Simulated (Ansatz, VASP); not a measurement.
## Two plane-wave programs on ZrSi2

The input INCAR:

```
SYSTEM = ZrSi2
PREC = Accurate ; ENCUT = 600
EDIFF = 1E-6 ; ISMEAR = 0
SIGMA = 0.1 ; LREAL = .FALSE.
LASPH = .TRUE. ; NELM = 100
ALGO = Fast ; ISIF = 3
LWAVE = .FALSE. ; LCHARG = .FALSE.
GGA = PE ; IBRION = 2
NSW = 80 ; EDIFFG = -0.01
```

The input KPOINTS:

```
Automatic mesh
0
G
  10 10 10
  0 0 0
```

File POSCAR:

```
ZrSi2
1.0
    0.0000000000      4.3484097401      4.4841982338
    2.5608537444      0.0000000000      4.4841982338
    2.5608537444      4.3484097401      0.0000000000
Zr Si
2 4
Direct
    0.7500000000      0.7500000000      0.7500000000
    0.5000000000      0.5000000000      0.5000000000
    0.0941571663      0.4058428337      0.0941571663
    0.4058428337      0.0941571663      0.4058428337
    0.1558428337      0.8441571663      0.1558428337
    0.8441571663      0.1558428337      0.8441571663
```

Input for Ansatz:

```yaml
crystal:
  lattice:
    - [0.0, 4.3484097401, 4.4841982338]
    - [2.5608537444, 0.0, 4.4841982338]
    - [2.5608537444, 4.3484097401, 0.0]
  atoms:
    - { symbol: Zr, position: [0.75, 0.75, 0.75] }
    - { symbol: Zr, position: [0.5, 0.5, 0.5] }
    - { symbol: Si, position: [0.0941571663, 0.4058428337, 0.0941571663] }
    - { symbol: Si, position: [0.4058428337, 0.0941571663, 0.4058428337] }
    - { symbol: Si, position: [0.1558428337, 0.8441571663, 0.1558428337] }
    - { symbol: Si, position: [0.8441571663, 0.1558428337, 0.8441571663] }
basis:
  ecutwfc: 420
kpoints:
  mp_grid: { grid: [10, 10, 10] }
hamiltonian:
  xc: pbe
scf:
  occupations: { method: gaussian, width: 0.1 }
output:
  forces: true
  stress: true
  eigenvalues: true
relax:
  adjacent_minimum: "off"
  f_tol: 0.01
  max_steps: 60
  cell: { stress_tol: 0.1 }
```

Alike in both runs: task relaxation of cell and atoms; functional PBE; k mesh 10 × 10 × 10; occupations gaussian, width 0.1 eV; no spin polarisation.

|  | VASP | Ansatz |
| --- | --- | --- |
| version | VASP 6.6.1 | Ansatz 0.2.0 |
| potentials or method | VASP PAW PBE potentials, release 64 (Zr_sv, Si), cutoff 600 eV | scalar-relativistic, plane waves, PAW |
| valence electrons in the cell | 40 | 40 |

|  | VASP | Ansatz | Ansatz less VASP |
| --- | --- | --- | --- |
| gap on the k mesh at the Fermi level, each at its own relaxed structure (eV) | none | none | - |
| relaxed volume (Å³/atom) | 16.66 | 16.65 | -0.008 |
| relaxed length of the cell vector where the two differ most in proportion (Å) | 5.047 | 5.046 | -0.0016 |

A gap of «none» marks a metal or a gap that the smearing closes.
